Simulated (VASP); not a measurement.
A run of VASP 6.6.1 is set up as follows.

The input INCAR:

```
SYSTEM = CdS
ALGO     = Normal         ! electronic algorithm
EDIFF    = 1E-6           ! SCF threshold, eV
EFERMI   = MIDGAP       
ENCUT    = 720            ! plane-wave cutoff, eV
GGA      = PS             ! functional
GGA_COMPAT= .False.      
ISIF     = 2              ! what is computed and relaxed
ISMEAR   = 0              ! smearing method
LASPH    = .True.         ! aspherical terms in the spheres
LCHARG   = .False.        ! write CHGCAR
LREAL    = .False.        ! projectors in reciprocal space
LWAVE    = .False.        ! write WAVECAR
NBANDS   = 29             ! bands
NELM     = 120            ! most SCF steps
PREC     = Accurate       ! precision mode
SIGMA    = 0.03           ! smearing width, eV
```

Contents of KPOINTS:

```
Automatic mesh
0
Gamma
  14 14 14
  0 0 0
```

Contents of POSCAR:

```
CdS
1.0
    0.0000000000      2.7532440000      2.7257115600
    2.7532440000      0.0000000000      2.7257115600
    2.7532440000      2.7532440000      0.0000000000
Cd S
1 1
Direct
    0.0000000000      0.0000000000      0.0000000000
    0.5072641600      0.5072641600      0.4927358400
```

Potentials or basis: VASP PAW PBE potentials, release 64 (Cd, S).

Launch:

```bash
$ cat potpaw_PBE.64/Cd/POTCAR potpaw_PBE.64/S/POTCAR > POTCAR
$ mpirun -np 1 vasp_std > vasp.out
```

(1) What does it give for the pressure?

(2) Predict the band gap on the k mesh.

(3) Estimate the largest force.

Answers

(1) -3.2 GPa.

(2) 0.08 eV (least direct gap 1.46 eV).

(3) 0.062 eV/Å.

Caveat: the cell differs from its parent crystal (last atom moved by 0.04 Å along z, cell strained by -1.0% along z); the cell stands under tension; the PAW data sets were made with another functional, which shifts forces and pressure a little.
